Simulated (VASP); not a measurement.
# W (Fm-3m) in VASP: further runs, part 2 of 2

VASP 6.6.1. The steps go on from the part before.

### 4 Single point, revPBE+D3(BJ)

This run uses another cell than the first one, of 15.92 Å³/atom, 0.952 times its volume.

The input, INCAR:

```
SYSTEM = W
ALGO = Normal ; EDIFF = 1E-7
ENCUT = 520 ; GGA = RE
ISIF = 2 ; ISMEAR = -1
IVDW = 12 ; LASPH = .True.
LCHARG = .False. ; LREAL = .False.
LWAVE = .False. ; NBANDS = 13
NELM = 80 ; PREC = Accurate
SIGMA = 0.05
```

The input, KPOINTS:

```
k-points
0
Gamma
  11 11 11
  0 0 0
```

The input, POSCAR:

```
W
1.0
    0.0000000000      1.9967293365      1.9967293365
    1.9967293365      0.0000000000      1.9967293365
    1.9967293365      1.9967293365      0.0000000000
W
1
Direct
    0.0000000000      0.0000000000      0.0000000000
```

Potentials or basis: VASP PAW PBE potentials, release 64 (W_sv).

Started as:

```
$ cat potpaw_PBE.64/W_sv/POTCAR > POTCAR
$ mpirun -np 1 vasp_std > vasp.out
```

OUTCAR:

```text
SYSTEM = W
   EDIFF = 1E-7
   ENCUT = 520
   GGA = RE
   ISIF = 2
   ISMEAR = -1
   IVDW = 12
   LASPH = .True.
   LREAL = .False.
   NELM = 80
   PREC = Accurate
 IVDW          = 12

 ion  position               nearest neighbor table
   1  0.000  0.000  0.000-

  LATTYP: Found a face centered cubic cell.
 ALAT       =     3.9934586730

  Lattice vectors:

 A1 = (   0.0000000000,   1.9967293365,   1.9967293365)
 A2 = (   1.9967293365,   0.0000000000,   1.9967293365)
 A3 = (   1.9967293365,   1.9967293365,   0.0000000000)

Analysis of symmetry for initial positions (statically):
=====================================================================
 Subroutine PRICEL returns:
 Original cell was already a primitive cell.

 Routine SETGRP: Setting up the symmetry group for a
 face centered cubic supercell.

 Subroutine GETGRP returns: Found 48 space group operations
 (whereof 48 operations were pure point group operations)
 out of a pool of 48 trial point group operations.

The static configuration has the point symmetry O_h .

Analysis of symmetry for dynamics (positions and initial velocities):
=====================================================================
 Subroutine PRICEL returns:
 Original cell was already a primitive cell.

 Routine SETGRP: Setting up the symmetry group for a
 face centered cubic supercell.

 Subroutine GETGRP returns: Found 48 space group operations
 (whereof 48 operations were pure point group operations)
 out of a pool of 48 trial point group operations.

The dynamic configuration has the point symmetry O_h .

 Subroutine INISYM returns: Found 48 space group operations
 (whereof 48 operations are pure point group operations),
 and found     1 'primitive' translations

----------------------------------------------------------------------------------------

                                     Primitive cell

  volume of cell :      15.9216

  direct lattice vectors                    reciprocal lattice vectors
     0.000000000  1.996729337  1.996729337    -0.250409503  0.250409503  0.250409503
     1.996729337  0.000000000  1.996729337     0.250409503 -0.250409503  0.250409503
     1.996729337  1.996729337  0.000000000     0.250409503  0.250409503 -0.250409503

  length of vectors
     2.823801708  2.823801708  2.823801708     0.433721981  0.433721981  0.433721981

  position of ions in fractional coordinates (direct lattice)
     0.000000000  0.000000000  0.000000000

  ion indices of the primitive-cell ions
   primitive index   ion index
                 1           1

----------------------------------------------------------------------------------------

 KPOINTS: k-points

Automatic generation of k-mesh.
 Grid dimensions read from file:
 generate k-points for:   11   11   11

 Generating k-lattice:

  Cartesian coordinates                     Fractional coordinates (reciprocal lattice)
    -0.022764500  0.022764500  0.022764500     0.090909091  0.000000000  0.000000000
     0.022764500 -0.022764500  0.022764500     0.000000000  0.090909091  0.000000000
     0.022764500  0.022764500 -0.022764500     0.000000000  0.000000000  0.090909091

  Length of vectors
     0.039429271  0.039429271  0.039429271

  Shift w.r.t. Gamma in fractional coordinates (k-lattice)
     0.000000000  0.000000000  0.000000000

 Subroutine IBZKPT returns following result:
 ===========================================

 Found     56 irreducible k-points:

 Following reciprocal coordinates:
            Coordinates               Weight
  0.000000  0.000000  0.000000      1.000000
  0.090909  0.000000  0.000000      8.000000
  0.181818  0.000000  0.000000      8.000000
  0.272727  0.000000  0.000000      8.000000
  0.363636  0.000000  0.000000      8.000000
  0.454545  0.000000  0.000000      8.000000
[... 16 lines left out ...]
 -0.272727  0.181818  0.000000     24.000000
 -0.181818  0.181818  0.000000     12.000000
 [... further k-points ...]
   k-points           NKPTS =     56   k-points in BZ     NKDIM =     56   number of bands    NBANDS=     13
   number of dos      NEDOS =    301   number of ions     NIONS =      1
   total plane-waves  NPLWV =  13824
   dimension x,y,z NGX =    24 NGY =   24 NGZ =   24
   dimension x,y,z NGXF=    48 NGYF=   48 NGZF=   48
   ions per type =               1
   NGX,Y,Z   is equivalent  to a cutoff of  14.13, 14.13, 14.13 a.u.
   NGXF,Y,Z  is equivalent  to a cutoff of  28.26, 28.26, 28.26 a.u.
 SYSTEM =  W
   PREC   = accura    normal or accurate (medium, high low for compatibility)
   ISTART =      0    job   : 0-new  1-cont  2-samecut
   ICHARG =      2    charge: 1-file 2-atom 10-const
   ISPIN  =      1    spin polarized calculation?
   LNONCOLLINEAR =      F non collinear calculations
   LSORBIT =      F    spin-orbit coupling
   LASPH  =      T    aspherical Exc in radial PAW
   ENCUT  =  520.0 eV  38.22 Ry    6.18 a.u.   5.25  5.25  5.25*2*pi/ulx,y,z
   NELM   =     80;   NELMIN=  2; NELMDL= -5     # of ELM steps
   EDIFF  = 0.1E-06   stopping-criterion for ELM
   LREAL  =      F    real-space projection
   EDIFFG = 0.1E-05   stopping-criterion for IOM
   NSW    =      0    number of steps for IOM
   IBRION =     -1    ionic relax: 0-MD 1-quasi-New 2-CG
   NFREE  =      0    steps in history (QN), initial steepest desc. (CG)
   ISIF   =      2    stress and relaxation
   ISYM   =      2    0-nonsym 1-usesym 2-fastsym
   POTIM  = 0.5000    time-step for ionic-motion
   TEBEG  =    0.0;   TEEND  =   0.0 temperature during run
   PSTRESS=    0.0 pullay stress
   NELECT =      14.0000    total number of electrons
   NUPDOWN=      -1.0000    fix difference up-down
   EMIN   =  10.00;   EMAX   =-10.00  energy-range for DOS
   EFERMI =   0.00;   METHOD = LEGACY
   ISMEAR =    -1;   SIGMA  =   0.05  broadening in eV -4-tet -1-fermi 0-gaus
   EFERMI_NEDOS =   21; number of points for ismear=-14 and -15
   IALGO  =     38    algorithm
   IMIX   =      4    mixing-type and parameters
     AMIX     =   0.40;   BMIX     =  1.00
     AMIX_MAG =   1.60;   BMIX_MAG =  1.00
  volume/ion in A,a.u.               =      15.92       107.44
  Fermi-wavevector in a.u.,A,eV,Ry     =   1.568393  2.963834 33.468394  2.459858
  Thomas-Fermi vector in A             =   2.670431
   LORBIT       =      0    0 simple, 1 ext, 2 COOP (PROOUT), +10 PAW based schemes
   GGA     = RE    functional components
   LHFCALC =     F    Hartree Fock is set to
   AEXX    =    0.0000 exact exchange contribution
   IVDW    =    12    specifies the selected vdW correction
   LEPSILON=     F    determine dielectric tensor
   LRPA    =     F    only Hartree local field effects (RPA)
 non-spin polarized calculation
  energy-cutoff  :      520.00
  volume of cell :       15.92
 maximum number of plane-waves:       444
 NGX is ok and might be reduce to    24
   NGX = 11   NGY = 11   NGZ = 11

 number of electron      14.0000000 magnetization

 Free energy of the ion-electron system (eV)
  ---------------------------------------------------
  ext. energy  EPLUGINS =         0.00000000
  ---------------------------------------------------
  free energy    TOTEN  =       -12.01812315 eV

  energy without entropy =      -12.01018318  energy(sigma->0) =      -12.01415317

 E-fermi :  10.9571     XC(G=0): -13.5689

 val. band max:       10.9096477834   @ k =  -0.2727   0.0909   0.0000
 cond. band min:      10.9768757777   @ k =   0.1818   0.0909   0.0000
 fundamental gap:      0.0672279944
 Fermi energy:        10.9570554122

 k-point     1 :       0.0000    0.0000    0.0000
  band No.  band energies     occupation
      1     -62.6711      2.00000
      2     -26.2585      2.00000
      3     -26.2585      2.00000
      4     -26.2585      2.00000
      5       1.8206      2.00000
      6      10.3785      1.99998
      7      10.3785      1.99998
      8      10.3785      1.99998
      9      13.6484      0.00000
     10      13.6484      0.00000
     11      23.7684      0.00000
     12      29.1521      0.00000
     13      29.1521      0.00000
[... 353 lines left out ...]
 k-point    24 :      -0.1818    0.1818    0.0000
  band No.  band energies     occupation
      1     -62.5905      2.00000
      2     -26.9702      2.00000
      3     -26.5572      2.00000
      4     -26.3433      2.00000
      5       5.0785      2.00000
      6       8.7867      2.00000
      7      10.2790      2.00000
      8      11.9455      0.00000
      9      12.0132      0.00000
     10      15.6829      0.00000
     11      25.4985      0.00000
     12      29.0442      0.00000
     13      30.0258      0.00000

 [... further k-points ...]

------------------------ aborting loop because EDIFF is reached ----------------------------------------

 Edisp (eV)   -1.24356

 E8    (eV) :    -0.9316

  FORCE on cell =-STRESS in cart. coord.  units (eV):
  Direction    XX          YY          ZZ          XY          YZ          ZX
  --------------------------------------------------------------------------------------
  -------------------------------------------------------------------------------------
  Total       0.05192     0.05192     0.05192     0.00000    -0.00000     0.00000
  in kB       5.22482     5.22482     5.22482     0.00000    -0.00000     0.00000
  external pressure =        5.22 kB  Pullay stress =        0.00 kB

 VOLUME and BASIS-vectors are now :
 -----------------------------------------------------------------------------
  energy-cutoff  :      520.00
  volume of cell :       15.92
      direct lattice vectors                 reciprocal lattice vectors
     0.000000000  1.996729337  1.996729337    -0.250409503  0.250409503  0.250409503
     1.996729337  0.000000000  1.996729337     0.250409503 -0.250409503  0.250409503
     1.996729337  1.996729337  0.000000000     0.250409503  0.250409503 -0.250409503

 POSITION                                       TOTAL-FORCE (eV/Angst)
 -----------------------------------------------------------------------------------
      0.00000      0.00000      0.00000        -0.000000     -0.000000      0.000000
 -----------------------------------------------------------------------------------
    total drift:                               -0.000000      0.000000     -0.000000

  FREE ENERGIE OF THE ION-ELECTRON SYSTEM (eV)
  ---------------------------------------------------
  free  energy   TOTEN  =       -13.2616810919 eV

  energy  without entropy=      -13.2537411167  energy(sigma->0) =      -13.25771110
```

OSZICAR:

```text
N       E                     dE             d eps       ncg     rms          rms(c)
DAV:   1     0.850082923888E+02    0.85008E+02   -0.74423E+03  1472   0.122E+03
DAV:   2    -0.109780276846E+02   -0.95986E+02   -0.92397E+02  1631   0.319E+02
DAV:   3    -0.125754774296E+02   -0.15974E+01   -0.15877E+01  1601   0.396E+01
DAV:   4    -0.125825164739E+02   -0.70390E-02   -0.70384E-02  1651   0.283E+00
DAV:   5    -0.125825786364E+02   -0.62163E-04   -0.62162E-04  1646   0.252E-01    0.199E+01
DAV:   6    -0.121388140165E+02    0.44376E+00   -0.38003E-01  1561   0.828E+00    0.806E+00
DAV:   7    -0.120223895751E+02    0.11642E+00   -0.19598E-01  1626   0.562E+00    0.512E-01
DAV:   8    -0.120181129511E+02    0.42766E-02   -0.37438E-03  1466   0.754E-01    0.150E-01
DAV:   9    -0.120181319283E+02   -0.18977E-04   -0.35833E-05  1674   0.674E-02    0.612E-02
DAV:  10    -0.120181226111E+02    0.93172E-05   -0.82140E-06  1596   0.413E-02    0.909E-03
DAV:  11    -0.120181233769E+02   -0.76582E-06   -0.96685E-08  1093   0.374E-03    0.126E-03
DAV:  12    -0.120181231528E+02    0.22415E-06   -0.10008E-08   813   0.125E-03    0.206E-04
DAV:  13    -0.120181231549E+02   -0.20914E-08   -0.10142E-09   768   0.435E-04
   1 F= -.13261681E+02 E0= -.13257711E+02  d E =-.793998E-02
```

Wall time 5.6 s (1 thread of Intel Xeon 6975P-C (Granite Rapids), shared host); peak memory 0.15 GiB.

What came out:

```yaml
Free_energy: -13.2617 eV
Pressure: 0.5 GPa
Band_gap_on_the_k_mesh: zero (band 7 reaches 13.78 eV, above the bottom of band 8 at 10.38 eV)
Dispersion_energy_per_atom: -1.244 eV
```

Levels at points of the mesh, in eV from the Fermi level:
| k point | band 4 | band 5 | band 6 | band 7 | band 8 | band 9 | band 10 | band 11 |
| --- | --- | --- | --- | --- | --- | --- | --- | --- |
| (0.00, 0.00, 0.00) | -37.22 | -9.14 | -0.58 | -0.58 | -0.58 | 2.69 | 2.69 | 12.81 |

Caveat: the PAW data sets were made with another functional, which shifts forces and pressure a little; spin-orbit coupling is left out, which moves the levels of the heavy elements; pairwise dispersion overbinds metals, which lowers pressure and volume.

### 5 Single point, PBEsol+D4

This run uses another cell than the first one, of 15.81 Å³/atom, 0.945 times its volume.

The input, INCAR:

```
SYSTEM = W
PREC = Accurate ; ENCUT = 520
EDIFF = 1E-6 ; ISMEAR = -1
SIGMA = 0.05 ; LREAL = .False.
LASPH = .True. ; NELM = 60
ALGO = Normal ; ISIF = 2
LWAVE = .False. ; LCHARG = .False.
GGA = PS ; IVDW = 13
NBANDS = 13
```

The input, KPOINTS:

```
regular mesh
0
Gamma
  11 11 11
  0 0 0
```

The input, POSCAR:

```
W
1.0
    0.0000000000      1.9918547284      1.9918547284
    1.9918547284      0.0000000000      1.9918547284
    1.9918547284      1.9918547284      0.0000000000
W
1
Direct
    0.0000000000      0.0000000000      0.0000000000
```

Started as:

```
$ cat potpaw_PBE.64/W_sv/POTCAR > POTCAR
$ mpirun -np 1 vasp_std > vasp.out
```

Wall time 4.9 s (1 thread of Intel Xeon 6975P-C (Granite Rapids), shared host); peak memory 0.14 GiB.

The run converged. Its results:

```yaml
Free_energy: -13.7417 eV
Pressure: 0.6 GPa
Band_gap_on_the_k_mesh: zero (band 7 reaches 13.72 eV, above the bottom of band 8 at 10.23 eV)
Dispersion_energy_per_atom: -0.422 eV
```

Levels at points of the mesh, in eV from the Fermi level:
| k point | band 5 | band 6 | band 7 | band 8 | band 9 | band 10 |
| --- | --- | --- | --- | --- | --- | --- |
| (0.00, 0.00, 0.00) | -9.17 | -0.58 | -0.58 | -0.58 | 2.71 | 2.71 |

Caveat: the PAW data sets were made with another functional, which shifts forces and pressure a little; spin-orbit coupling is left out, which moves the levels of the heavy elements; pairwise dispersion overbinds metals, which lowers pressure and volume.

### 6 Summary

```tsv
level	cell	gap on the mesh (eV)	pressure (GPa)
PBE	a = 2.871 Å, angles 60.0°, 1 atom	none	-4.5
RPBE+D3(BJ)	a = 2.728 Å, angles 60.0°, 1 atom	none	1.2
revPBE+D3(BJ)	a = 2.824 Å, angles 60.0°, 1 atom	none	0.5
PBEsol+D4	a = 2.817 Å, angles 60.0°, 1 atom	none	0.6
```

Alike in all rows: task single point; potentials or basis VASP PAW PBE potentials, release 64 (W_sv); no spin polarisation; k mesh 11 × 11 × 11; cutoff (eV) 520; smearing fermi-dirac 0.05 eV.

Caveats: spin-orbit coupling is left out, which moves the levels of the heavy elements; the PAW data sets were made with another functional, which shifts forces and pressure a little (some runs); pairwise dispersion overbinds metals, which lowers pressure and volume (some runs).

Absolute energies hang on the potentials; compare differences alone.
